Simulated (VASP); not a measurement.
Input of a VASP 6.6.1 run:

POSCAR

```
BN
1.0
    0.0000000000      1.8130010000      1.8130010000
    1.8130010000      0.0000000000      1.8130010000
    1.8130010000      1.8130010000      0.0000000000
N B
1 1
Direct
    0.2500000000      0.2500000000      0.2500000000
    0.0000000000      0.0000000000      0.0000000000
```

File INCAR.step1:

```
SYSTEM = BN
ALGO = Normal
EDIFF = 1E-4
ENCUT = 600
GGA = PE
ISMEAR = -1
LASPH = .TRUE.
LCHARG = .FALSE.
LREAL = .FALSE.
LWAVE = .TRUE.
NELM = 80
PREC = Accurate
SIGMA = 0.05
```

Contents of INCAR.step2:

```
SYSTEM = BN
ALGO = Normal
EDIFF = 1E-6
EDIFFG = -0.01
ENCUT = 600
IBRION = 2
ISIF = 3
ISMEAR = -1
ISTART = 1
LASPH = .TRUE.
LCHARG = .FALSE.
LMIXTAU = .TRUE.
LREAL = .FALSE.
LWAVE = .FALSE.
METAGGA = R2SCAN
NELM = 80
NSW = 60
PREC = Accurate
SIGMA = 0.05
```

The input KPOINTS:

```
k-points
0
G
  13 13 13
  0 0 0
```

Potentials or basis: VASP PAW PBE potentials, release 64 (N, B).

Command:

```console
$ cat potpaw_PBE.64/N/POTCAR potpaw_PBE.64/B/POTCAR > POTCAR
$ cp INCAR.step1 INCAR
$ mpirun -np 1 vasp_std > vasp.out
$ cp INCAR.step2 INCAR
$ mpirun -np 1 vasp_std > vasp.out
```

Predict the space group after relaxing (to 0.1 Å).

F-43m (No. 216).

Predict the relaxed cell.

a = 2.555 Å, b = 2.555 Å, c = 2.555 Å, α = 60.00°, β = 60.00°, γ = 60.00°.

What does it give for the relaxed volume?

5.90 Å³/atom.

Final structure:
```xyz
2
Lattice="0.0000 1.8067 1.8067 1.8067 0.0000 1.8067 1.8067 1.8067 0.0000" Properties=species:S:1:pos:R:3 pbc="T T T"
N     0.9033    0.9033    0.9033
B     0.0000    0.0000    0.0000
```

Caveat: the PAW data sets were made with another functional, which shifts forces and pressure a little.
